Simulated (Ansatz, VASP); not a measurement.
**One calculation of CaSe, two programs**

The input POSCAR:

```
CaSe
1.0
    0.0000000000      3.1162392114      3.1162392114
    3.1162392114      0.0000000000      3.1162392114
    3.1162392114      3.1162392114      0.0000000000
Ca Se
1 1
Direct
    0.0000000000      0.0000000000      0.0000000000
    0.2500000000      0.2500000000      0.2500000000
```

INCAR.step1

```
PREC = Accurate
ENCUT = 520
EDIFF = 1E-5
ISMEAR = 0
SIGMA = 0.01
LREAL = F
LASPH = T
NELM = 100
ALGO = Normal
ISIF = 2
LWAVE = T
NBANDS = 15
GGA = PE
```

Contents of INCAR.step2:

```
PREC = Accurate
ENCUT = 520
EDIFF = 1E-7
ISMEAR = 0
SIGMA = 0.01
LREAL = F
LASPH = T
NELM = 100
ALGO = Normal
ISIF = 2
LWAVE = F
LCHARG = T
GGA = PE
LHFCALC = T
HFSCREEN = 0.2079
PRECFOCK = Normal
LELF = T
LVHAR = T
NBANDS = 15
ISTART = 1
```

File KPOINTS:

```
regular mesh
0
Gamma
  4 4 4
```

Input for Ansatz:

```yaml
crystal:
  lattice:
    - [0.0, 3.1162392114, 3.1162392114]
    - [3.1162392114, 0.0, 3.1162392114]
    - [3.1162392114, 3.1162392114, 0.0]
  atoms:
    - { symbol: Ca, position: [0.0, 0.0, 0.0] }
    - { symbol: Se, position: [0.25, 0.25, 0.25] }
kpoints:
  mp_grid: { grid: [4, 4, 4] }
  band_path:
    path:
      - [0.0, 0.0, 0.0]
      - [-0.5, -0.5, 0.0]
      - [-0.375, -0.375, 0.25]
      - [-0.375, 0.0, 0.375]
      - [0.0, 0.0, 0.5]
      - [-0.5, -0.25, 0.25]
      - [-0.2625, 0.0, 0.2625]
    npoints: 1
hamiltonian:
  xc: hse06
scf:
  occupations: { method: fixed }
  n_extra_bands: 4
output:
  forces: true
  stress: true
  eigenvalues: true
```

Change from the starting cell: hydrostatic strain -5.0%.

Alike in both runs: task single point; functional HSE06; k mesh 4 × 4 × 4; no spin polarisation.

|  | VASP | Ansatz |
| --- | --- | --- |
| version | VASP 6.6.1 | Ansatz 0.2.0 |
| potentials or method | VASP PAW PBE potentials, release 64 (Ca_sv, Se) | plane waves, PAW |
| plane-wave cutoff (eV) | 520 | 420 |
| occupations | gaussian, width 0.01 eV | fixed |
| valence electrons in the cell | 16 | 26 |

```csv
,VASP,Ansatz,Ansatz less VASP
gap on the k mesh at the Fermi level (eV),4.51,4.51,-0.008
pressure (GPa),7.7,7.6,-0.09
```

VASP's potentials hold 16 valence electrons a cell and Ansatz's 26, so a difference there can come from the potentials and not from the codes. Ansatz's warnings: stress exchange threshold loose, stress scf threshold loose.

The k mesh is coarse, so the values compare programs but aren't converged.
